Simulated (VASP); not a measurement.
Here is a VASP 6.6.1 calculation.

The input INCAR:

```
PREC     = Accurate       # precision mode
ENCUT    = 520            # plane-wave cutoff, eV
EDIFF    = 1E-6           # SCF threshold, eV
ISMEAR   = 0              # smearing method
SIGMA    = 0.1            # smearing width, eV
LREAL    = F              # projectors in reciprocal space
LASPH    = T              # aspherical terms in the spheres
NELM     = 80             # most SCF steps
ALGO     = Normal         # electronic algorithm
ISIF     = 2              # what is computed and relaxed
LWAVE    = F              # write WAVECAR
LCHARG   = T              # write CHGCAR
GGA      = PE             # functional
LELF     = T              # ELF
LVHAR    = T            
NBANDS   = 22             # bands
```

File KPOINTS:

```
regular mesh
0
Gamma
  10 10 10
```

File POSCAR:

```
InAs3
1.0
    0.0000000000      3.6292100151      3.6292100151
    3.6292100151      0.0000000000      3.6292100151
    3.6292100151      3.6292100151      0.0000000000
In As
1 3
Direct
    0.0000000000      0.0000000000      0.0000000000
    0.2500000000      0.2500000000      0.2500000000
    0.7500000000      0.7500000000      0.7500000000
    0.5000000000      0.5000000000      0.5000000000
```

Potentials or basis: VASP PAW PBE potentials, release 64 (In_d, As).

The run is started by

```bash
$ cat potpaw_PBE.64/In_d/POTCAR potpaw_PBE.64/As/POTCAR > POTCAR
$ mpirun -np 1 vasp_std > vasp.out
```

Question: What does it give for the band gap on the k mesh?

Answer: Zero (band 14 reaches 6.05 eV, above the bottom of band 15 at 3.06 eV).

Question: Predict the pressure.

Answer: -7.0 GPa.

Caveat: the cell differs from its parent crystal (Sb replaced by As, lengths x 0.936, strained); spin-orbit coupling is left out, which moves the levels of the heavy elements.
